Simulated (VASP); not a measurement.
Here is a VASP 6.6.1 calculation.

Contents of INCAR:

```
SYSTEM = TiO2
  ALGO = Normal
  EDIFF = 1E-7
  EDIFFG = -0.005
  ENCUT = 600
  GGA = PS
  IBRION = 2
  ISIF = 3
  ISMEAR = -1
  LASPH = .True.
  LCHARG = .False.
  LREAL = .False.
  LWAVE = .False.
  NELM = 60
  NSW = 80
  PREC = Accurate
  SIGMA = 0.02
```

KPOINTS

```
k-points
0
Gamma
  8 8 8
  0 0 0
```

The input POSCAR:

```
TiO2
1.0
    0.0000000000      2.4149673021      2.4149673021
    2.4149673021      0.0000000000      2.4149673021
    2.4149673021      2.4149673021      0.0000000000
Ti O
1 2
Direct
    0.0000000000      0.0000000000      0.0000000000
    0.2500000000      0.2500000000      0.2500000000
    0.7500000000      0.7500000000      0.7500000000
```

Potentials or basis: VASP PAW PBE potentials, release 64 (Ti_sv, O).

The run is started by

```console
$ cat potpaw_PBE.64/Ti_sv/POTCAR potpaw_PBE.64/O/POTCAR > POTCAR
$ mpirun -np 1 vasp_std > vasp.out
```

(1) What does it give for the relaxed cell?

(2) Estimate the band gap on the k mesh.

(3) Estimate the relaxed volume.

## Answers

(1) a = 3.381 Å, b = 3.381 Å, c = 3.381 Å, α = 60.00°, β = 60.00°, γ = 60.00°.

(2) 1.07 eV, indirect (least direct gap 1.80 eV).

(3) 9.11 Å³/atom.

Caveat: the PAW data sets were made with another functional, which shifts forces and pressure a little.
